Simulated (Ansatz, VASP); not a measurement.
Cd2Sb3As in VASP and in Ansatz

POSCAR

```
Cd2Sb3As
1.0
    3.1283800042      1.8061710375      4.6340988309
   -3.1283800042      1.8061710375      4.6340988309
    0.0000000000     -3.6123420751      4.6340988308
Cd Sb As
2 3 1
Direct
    0.3809712339      0.3809712339      0.3809712339
    0.6190287661      0.6190287661      0.6190287661
    0.0000000000      0.0000000000      0.5000000000
    0.0000000000      0.5000000000      0.0000000000
    0.5000000000      0.0000000000      0.0000000000
    0.0000000000      0.0000000000      0.0000000000
```

The input INCAR.step1:

```
SYSTEM = Cd2Sb3As
PREC = Accurate
ENCUT = 520
ISMEAR = -1
SIGMA = 0.03
LREAL = .FALSE.
LASPH = .TRUE.
NELM = 80
NBANDS = 31
GGA = PE
ALGO = Normal
EDIFF = 1E-4
LWAVE = .TRUE.
LCHARG = .FALSE.
```

File INCAR.step2:

```
SYSTEM = Cd2Sb3As
PREC = Accurate
ENCUT = 520
EDIFF = 1E-6
ISMEAR = -1
SIGMA = 0.03
LREAL = .FALSE.
LASPH = .TRUE.
NELM = 80
ALGO = Normal
ISIF = 2
LWAVE = .FALSE.
LCHARG = .FALSE.
METAGGA = R2SCAN
LMIXTAU = .TRUE.
LUSE_VDW = .TRUE.
IVDW_NL = 2
BPARAM = 11.95
CPARAM = 0.0093
NBANDS = 31
ISTART = 1
```

Contents of KPOINTS:

```
Automatic mesh
0
G
  6 6 6
  0 0 0
```

Input for Ansatz:

```yaml
crystal:
  lattice:
    - [3.1283800042, 1.8061710375, 4.6340988309]
    - [-3.1283800042, 1.8061710375, 4.6340988309]
    - [0.0, -3.6123420751, 4.6340988308]
  atoms:
    - { symbol: Cd, position: [0.3809712339, 0.3809712339, 0.3809712339] }
    - { symbol: Cd, position: [0.6190287661, 0.6190287661, 0.6190287661] }
    - { symbol: Sb, position: [0.0, 0.0, 0.5] }
    - { symbol: Sb, position: [0.0, 0.5, 0.0] }
    - { symbol: Sb, position: [0.5, 0.0, 0.0] }
    - { symbol: As, position: [0.0, 0.0, 0.0] }
kpoints:
  mp_grid: { grid: [6, 6, 6] }
  band_path:
    path:
      - [0.0, 0.0, 0.0]
      - [0.5, 0.5, 0.5]
      - [0.7320598133, 0.2679401867, 0.5]
      - [0.5, -0.2679401867, 0.2679401867]
      - [0.5, 0.0, 0.0]
      - [0.3839700934, -0.3839700934, 0.0]
      - [0.6160299066, 0.0, 0.3839700934]
      - [0.5, 0.0, 0.5]
    npoints: 1
hamiltonian:
  xc: r2scan
  dispersion: rvv10
scf:
  occupations: { method: fermi_dirac, width: 0.03 }
  n_extra_bands: 5
output:
  forces: true
  stress: true
  eigenvalues: true
  write_density: true
  write_potential: true
  elf: true
  volumetric_format: npy
```

Alike in both runs: task single point; functional r2SCAN; dispersion rVV10; k mesh 6 × 6 × 6; occupations fermi-dirac, width 0.03 eV; no spin polarisation.

|  | VASP | Ansatz |
| --- | --- | --- |
| version | VASP 6.6.1 | Ansatz 0.2.0 |
| potentials or method | VASP PAW PBE potentials, release 64 (Cd, Sb, As) | plane waves, PAW |
| plane-wave cutoff (eV) | 520 | 500 |
| valence electrons in the cell | 44 | 100 |

|  | VASP | Ansatz | Ansatz less VASP |
| --- | --- | --- | --- |
| pressure (GPa) | 0.3 | 0.0 | -0.28 |

VASP's potentials were made for PBE, not for r2SCAN. VASP's potentials hold 44 valence electrons a cell and Ansatz's 100, so a difference there can come from the potentials and not from the codes.

Neither program's run includes spin-orbit coupling.
